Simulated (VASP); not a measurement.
Input of a VASP 6.6.1 run:

The input INCAR:

```
PREC     = Accurate       # precision mode
ENCUT    = 500            # plane-wave cutoff, eV
EDIFF    = 1E-6           # SCF threshold, eV
ISMEAR   = -1             # smearing method
SIGMA    = 0.05           # smearing width, eV
LREAL    = False          # projectors in reciprocal space
LASPH    = True           # aspherical terms in the spheres
NELM     = 120            # most SCF steps
ALGO     = Normal         # electronic algorithm
ISIF     = 2              # what is computed and relaxed
LWAVE    = False          # write WAVECAR
LCHARG   = False          # write CHGCAR
GGA      = CA             # functional
NBANDS   = 16             # bands
GGA_COMPAT= False
```

Contents of KPOINTS:

```
regular mesh
0
Gamma
  6 6 6
```

POSCAR

```
CdS
1.0
   -0.0145825000      2.9092087500      2.9092087500
    2.9092087500     -0.0145825000      2.9092087500
    2.9092087500      2.9092087500     -0.0145825000
Cd S
1 1
Direct
    0.0000000000      0.0000000000      0.0000000000
    0.2500000000      0.2500000000      0.2500000000
```

Potentials or basis: VASP PAW LDA potentials, release 64 (Cd, S).

Command:

```bash
$ cat potpaw_LDA.64/Cd/POTCAR potpaw_LDA.64/S/POTCAR > POTCAR
$ mpirun -np 1 vasp_std > vasp.out
```

(1) Estimate the largest force.

(2) What does it give for the pressure?

(3) Estimate the band gap on the k mesh.

Answers

(1) 0.054 eV/Å.

(2) -2.0 GPa.

(3) 0.88 eV, direct.
